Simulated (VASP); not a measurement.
# SiSn4 (P2/m) in VASP: relaxation of cell and atoms with PBE

Aim: the relaxation of cell and atoms of SiSn4 with PBE.

Everything below comes from runs of VASP 6.6.1. Logs are shortened: lines on timing, memory, paths and dates and some standing lists are left out, and cuts for length are marked.

## 1. The cell of the first run

It takes space group P2/m (No. 10, monoclinic). The conventional cell has a = 5.491 Å, b = 3.878 Å, c = 6.248 Å, α = 90.00°, β = 90.74°, γ = 90.00°. Within 3.6 Å of Si (site symmetry 2/m) lie 6 Sn at 2.76 to 2.81 Å. Sn (site symmetry m) has 1 Si at 2.76 Å and 6 Sn at 3.08 to 3.34 Å within 3.6 Å. Sn (site symmetry m) has 2 Si at 2.81 Å and 5 Sn at 3.20 to 3.34 Å within 3.7 Å.

## 2. Relaxation of cell and atoms, PBE

The input, INCAR:

```
  PREC = Accurate
  ENCUT = 600
  EDIFF = 1E-7
  ISMEAR = 0
  SIGMA = 0.1
  LREAL = False
  LASPH = True
  NELM = 80
  ALGO = Fast
  ISIF = 3
  LWAVE = False
  LCHARG = False
  GGA = PE
  IBRION = 2
  NSW = 90
  EDIFFG = -0.04
```

The input, KPOINTS:

```
regular mesh
0
Gamma
  4 4 4
```

The input, POSCAR:

```
SiSn4
1.0
    5.4907127409      0.0000000000      0.0000000000
    0.0000000000      3.8778870729      0.0000000000
   -0.0807215378      0.0000000000      6.2470660061
Si Sn
1 4
Direct
    0.5000000000      0.5000000000      0.5000000000
    0.7478415548      0.5000000000      0.1175883989
    0.1946309791      0.0000000000      0.3118938533
    0.8053690209      0.0000000000      0.6881061467
    0.2521584452      0.5000000000      0.8824116011
```

Potentials or basis: VASP PAW PBE potentials, release 64 (Si, Sn_d).

Launch:

```bash
$ cat potpaw_PBE.64/Si/POTCAR potpaw_PBE.64/Sn_d/POTCAR > POTCAR
$ mpirun -np 1 vasp_std > vasp.out
```

OUTCAR:

```text
PREC = Accurate
   ENCUT = 600
   EDIFF = 1E-7
   ISMEAR = 0
   LREAL = False
   LASPH = True
   NELM = 80
   ISIF = 3
   GGA = PE
   IBRION = 2
   NSW = 90
   EDIFFG = -0.04

 ion  position               nearest neighbor table
   1  0.500  0.500  0.500-   2 2.76   5 2.76   4 2.81   3 2.81   3 2.81   4 2.81
   2  0.748  0.500  0.118-   1 2.76   5 3.08   5 3.15   4 3.33   4 3.33   3 3.34   3 3.34
   3  0.195  0.000  0.312-   1 2.81   1 2.81   4 3.20   5 3.33   5 3.33   2 3.34   2 3.34
   4  0.805  0.000  0.688-   1 2.81   1 2.81   3 3.20   2 3.33   2 3.33   5 3.34   5 3.34
   5  0.252  0.500  0.882-   1 2.76   2 3.08   2 3.15   3 3.33   3 3.33   4 3.34   4 3.34

  LATTYP: Found a simple monoclinic cell.
 ALAT       =     5.4907127409
 B/A-ratio  =     0.7062629673
 C/A-ratio  =     1.1378463601
 COS(beta)  =    -0.0129204333

  Lattice vectors:

 A1 = (   5.4907127409,   0.0000000000,   0.0000000000)
 A2 = (   0.0000000000,   3.8778870729,   0.0000000000)
 A3 = (  -0.0807215378,   0.0000000000,   6.2470660061)

Analysis of symmetry for initial positions (statically):
=====================================================================
 Subroutine PRICEL returns:
 Original cell was already a primitive cell.

 Routine SETGRP: Setting up the symmetry group for a
 simple monoclinic supercell.

 Subroutine GETGRP returns: Found  4 space group operations
 (whereof  4 operations were pure point group operations)
 out of a pool of  4 trial point group operations.

The static configuration has the point symmetry C_2h.

Analysis of symmetry for dynamics (positions and initial velocities):
=====================================================================
 Subroutine PRICEL returns:
 Original cell was already a primitive cell.

 Routine SETGRP: Setting up the symmetry group for a
 simple monoclinic supercell.

 Subroutine GETGRP returns: Found  4 space group operations
 (whereof  4 operations were pure point group operations)
 out of a pool of  4 trial point group operations.

The dynamic configuration has the point symmetry C_2h.

 Subroutine INISYM returns: Found  4 space group operations
 (whereof  4 operations are pure point group operations),
 and found     1 'primitive' translations

----------------------------------------------------------------------------------------
[... 115 lines left out ...]
   EFERMI_NEDOS =   21; number of points for ismear=-14 and -15
   IALGO  =     68    algorithm
   IMIX   =      4    mixing-type and parameters
     AMIX     =   0.40;   BMIX     =  1.00
     AMIX_MAG =   1.60;   BMIX_MAG =  1.00
  volume/ion in A,a.u.               =      26.60       179.53
  Fermi-wavevector in a.u.,A,eV,Ry     =   1.255525  2.372598 21.447438  1.576342
  Thomas-Fermi vector in A             =   2.389277
   LORBIT       =      0    0 simple, 1 ext, 2 COOP (PROOUT), +10 PAW based schemes
   GGA     = PE    functional components
   LHFCALC =     F    Hartree Fock is set to
   AEXX    =    0.0000 exact exchange contribution
   IVDW    =     0    specifies the selected vdW correction
   LEPSILON=     F    determine dielectric tensor
   LRPA    =     F    only Hartree local field effects (RPA)
 conjugate gradient relaxation of ions
 non-spin polarized calculation
 RMM-DIIS sequential band-by-band and
 Gauss-broadening in eV      SIGMA  =   0.10
  energy-cutoff  :      600.00
  volume of cell :      133.01
 maximum number of plane-waves:      4468
 NGX is ok and might be reduce to    48
   NGX = 21   NGY = 15   NGZ = 25

--------------------------------------- Ionic step        1  -------------------------------------------

 number of electron      60.0000000 magnetization

 Free energy of the ion-electron system (eV)
  ---------------------------------------------------
  ext. energy  EPLUGINS =         0.00000000
  ---------------------------------------------------
  free energy    TOTEN  =       -19.80931322 eV

  energy without entropy =      -19.79049485  energy(sigma->0) =      -19.79990404

------------------------ aborting loop because EDIFF is reached ----------------------------------------

  FORCE on cell =-STRESS in cart. coord.  units (eV):
  Direction    XX          YY          ZZ          XY          YZ          ZX
  --------------------------------------------------------------------------------------
  -------------------------------------------------------------------------------------
  Total       -0.4164690     -0.5754977      0.3464750      0.0000000      0.0000000     -0.3425208
  in kB       -5.0164133     -6.9319305      4.1733284      0.0000000      0.0000000     -4.1256987
  external PRESSURE =      -2.5916718 kB  Pullay stress =       0.0000000 kB
[... 98 lines left out ...]
  FREE ENERGIE OF THE ION-ELECTRON SYSTEM (eV)
  ---------------------------------------------------
  free  energy   TOTEN  =       -19.8186628694 eV

  energy  without entropy=      -19.8009539027  energy(sigma->0) =      -19.80980839

[... ionic steps 4 to 9 ...]

--------------------------------------- Ionic step       10  -------------------------------------------

 number of electron      59.9999999 magnetization

------------------------ aborting loop because EDIFF is reached ----------------------------------------
[... 73 lines left out ...]
--------------------------------------- Ionic step       12  -------------------------------------------

 number of electron      60.0000003 magnetization

 Free energy of the ion-electron system (eV)
  ---------------------------------------------------
  ext. energy  EPLUGINS =         0.00000000
  ---------------------------------------------------
  free energy    TOTEN  =       -19.83405501 eV

  energy without entropy =      -19.82127018  energy(sigma->0) =      -19.82766259

 E-fermi :   7.3442     XC(G=0): -10.0633

 val. band max:        7.2603239517   @ k =   0.5000   0.0000   0.0000
 cond. band min:       7.3550440193   @ k =   0.0000   0.5000   0.2500
 fundamental gap:      0.0947200676
 Fermi energy:         7.3442148226

 k-point     1 :       0.0000    0.0000    0.0000
  band No.  band energies     occupation
      1     -14.2335      2.00000
      2     -14.2125      2.00000
      3     -14.2053      2.00000
      4     -14.1662      2.00000
      5     -14.1605      2.00000
      6     -14.1588      2.00000
[... 925 lines left out ...]
     35       9.5756      0.00000
     36      10.7443      0.00000

 [... further k-points ...]
[... 5 lines left out ...]
  --------------------------------------------------------------------------------------
  -------------------------------------------------------------------------------------
  Total       -0.1383785     -0.0657191     -0.0399682      0.0000000      0.0000000      0.0392477
  in kB       -1.6697903     -0.7930220     -0.4822899      0.0000000      0.0000000      0.4735951
  external PRESSURE =      -0.9817007 kB  Pullay stress =       0.0000000 kB
[... 20 lines left out ...]
  FREE ENERGIE OF THE ION-ELECTRON SYSTEM (eV)
  ---------------------------------------------------
  free  energy   TOTEN  =       -19.8340550100 eV

  energy  without entropy=      -19.8212701780  energy(sigma->0) =      -19.82766259

 reached required accuracy - stopping structural energy minimisation
```

CONTCAR:

```text
SiSn4
   1.00000000000000
     5.3793549782515013    0.0000000000000000   -0.0743753295463885
     0.0000000000000000    3.8771390558713499    0.0000000000000000
    -0.1642378387223948    0.0000000000000000    6.3684033913800597
  Si              Sn
     1     4
Direct
     0.5000000000000000    0.5000000000000000    0.5000000000000000
     0.7504776175147350    0.5000000000000000    0.1288645388138437
     0.1924708602489440    0.0000000000000000    0.3123461481189657
     0.8075291397510559    1.0000000000000000    0.6876538518810341
     0.2495223824852652    0.5000000000000000    0.8711354611861561

  0.00000000E+00  0.00000000E+00  0.00000000E+00
  0.00000000E+00  0.00000000E+00  0.00000000E+00
  0.00000000E+00  0.00000000E+00  0.00000000E+00
  0.00000000E+00  0.00000000E+00  0.00000000E+00
  0.00000000E+00  0.00000000E+00  0.00000000E+00
```

It took 17 min on 1 thread of Intel Xeon 6975P-C (Granite Rapids), shared host; peak memory 0.37 GiB.

Results:

```yaml
Free_energy: -19.8341 eV
Relaxed_volume: 26.56 Å³/atom
Relaxed_cell: a = 5.380 Å, b = 3.877 Å, c = 6.371 Å, α = 90.00°, β = 92.27°, γ = 90.00°
Space_group_after_relaxing_to_0.05_Å: P2/m (No. 10)
Energy_gained_by_relaxing: 4.9 meV/atom
Ionic_steps: 12
Pressure_after_relaxing: -0.1 GPa
Largest_force_after_relaxing: 0.022 eV/Å
Band_gap_on_the_k_mesh: zero (band 30 reaches 8.56 eV, above the bottom of band 31 at 5.97 eV)
```

Forces in eV/Å, atoms in the order of the input:
```
Si   0.000  0.000  0.000
Sn  -0.012  0.000 -0.001
Sn  -0.005  0.000 -0.021
Sn   0.005  0.000  0.021
Sn   0.012  0.000  0.001
```

The path:
```csv
step,energy change (eV),largest force (eV/Å),pressure (GPa),volume (Å³)
1,0.0000,0.0974,-0.26,133.01
2,-0.0074,0.1009,0.04,132.18
3,-0.0093,0.1298,0.32,131.47
4,-0.0139,0.1276,0.07,132.15
5,-0.0155,0.1182,-0.17,132.84
6,-0.0195,0.0871,-0.12,132.83
7,-0.0217,0.0613,-0.05,132.81
8,-0.0218,0.0649,-0.03,132.81
9,-0.0231,0.0617,0.00,132.67
10,-0.0240,0.0572,0.07,132.46
11,-0.0241,0.0558,0.09,132.40
12,-0.0247,0.0216,-0.10,132.78
```

Final structure:
```xyz
5
Lattice="5.3794 0.0000 -0.0744 0.0000 3.8771 0.0000 -0.1642 0.0000 6.3684" Properties=species:S:1:pos:R:3 pbc="T T T"
Si    2.6076    1.9386    3.1470
Sn    4.0159    1.9386    0.7648
Sn    0.9841    0.0000    1.9748
Sn    4.2310    3.8771    4.3192
Sn    1.1992    1.9386    5.5292
```

Levels at points of the mesh, in eV from the Fermi level:
| k point | band 28 | band 29 | band 30 | band 31 | band 32 | band 33 |
| --- | --- | --- | --- | --- | --- | --- |
| (0.00, 0.00, 0.00) | -1.60 | -1.26 | -0.94 | 2.41 | 2.42 | 2.72 |
| (0.50, 0.00, 0.00) | -0.08 | 0.43 | 0.71 | 2.00 | 2.47 | 2.95 |
| (0.00, 0.50, 0.00) | -2.16 | -1.81 | -1.23 | -0.41 | 0.59 | 1.29 |
| (0.50, 0.50, 0.00) | -2.44 | -2.31 | -2.03 | -1.38 | -1.33 | 3.41 |
| (0.00, 0.00, 0.50) | -1.41 | -0.78 | 0.44 | 1.11 | 1.29 | 2.69 |
| (0.50, 0.00, 0.50) | -0.88 | -0.27 | 0.38 | 1.40 | 1.64 | 1.73 |
| (0.00, 0.50, 0.50) | -2.11 | -2.07 | -1.16 | -0.92 | -0.71 | 0.73 |
| (0.50, 0.50, 0.50) | -3.46 | -0.40 | 0.65 | 1.46 | 1.48 | 1.99 |

Caveat: the k points lie up to 0.41 Å⁻¹ apart in the final cell; spin-orbit coupling is left out, which moves the levels of the heavy elements.
